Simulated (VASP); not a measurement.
Input of a VASP 6.6.1 run:

File INCAR:

```
SYSTEM = Rh
ALGO = Fast
EDIFF = 1E-6
ENCUT = 520
GGA = PE
ISIF = 2
ISMEAR = 0
LASPH = .TRUE.
LCHARG = .FALSE.
LREAL = .FALSE.
LWAVE = .FALSE.
NBANDS = 14
NELM = 100
PREC = Accurate
SIGMA = 0.15
```

File KPOINTS:

```
k-points
0
G
  20 20 20
  0 0 0
```

File POSCAR:

```
Rh
1.0
   -0.0957526211      1.8639205224      1.9150524221
    1.8639205224     -0.0957526211      1.9150524221
    1.7681679013      1.7681679013      0.0000000000
Rh
1
Direct
    0.0000000000      0.0000000000      0.0000000000
```

Potentials or basis: VASP PAW PBE potentials, release 64 (Rh_pv).

Command:

```bash
$ cat potpaw_PBE.64/Rh_pv/POTCAR > POTCAR
$ mpirun -np 1 vasp_std > vasp.out
```

Q: What does it give for the pressure?

A: 20.6 GPa.

Stress tensor (GPa, compression positive):
```
25.12 25.51  0.00
25.51 25.12  0.00
 0.00  0.00 11.69
```
